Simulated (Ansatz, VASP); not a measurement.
# One calculation of Ru, two programs

```
Ru
1.0
     2.69744    0.00000    0.00000
    -1.34872    2.33605    0.00000
     0.00000    0.00000    4.36985
Ru
2
Direct
  0.27333 0.63667 0.20500
  0.72667 0.36333 0.79500
```

Change from the starting cell: shortest bond scaled by 0.82, PAW files.

Alike in both runs: task electric field gradients; functional r2SCAN; k mesh 13 × 13 × 7; occupations fermi-dirac, width 0.05 eV; no spin polarisation.

|  | VASP | Ansatz |
| --- | --- | --- |
| version | VASP 6.6.1 | Ansatz 0.2.0 |
| potentials or method | VASP PAW PBE potentials, release 64 (Ru_pv) | PAW with Ansatz's default frozen-core files, scalar-relativistic |
| plane-wave cutoff (eV) | 520 | 500 |
| valence electrons in the cell | 28 | 32 |

Ansatz gave:

| Item | Value |
| --- | --- |
| pressure (GPa) | 25.2 |
| traceless stress, the component that is largest in VASP (GPa) | 18.86 |
| rms of the force components (eV/Å) | 3.830 |
| size of Vzz on the site where it differs most (V/Å²) | 59.9 |

Q: Which values does VASP return?

A: Pressure (GPa): 27.8; traceless stress, the component that is largest in VASP (GPa): 19.76; rms of the force components (eV/Å): 4.021; size of Vzz on the site where it differs most (V/Å²): 51.0.

VASP's potentials were made for PBE, not for r2SCAN. Atom by atom the forces differ by 0.191 eV/Å (rms over components). The functional is the same, so the differences come from potentials, cutoffs and numerics. VASP's potentials hold 28 valence electrons a cell and Ansatz's 32, so a difference there can come from the potentials and not from the codes.
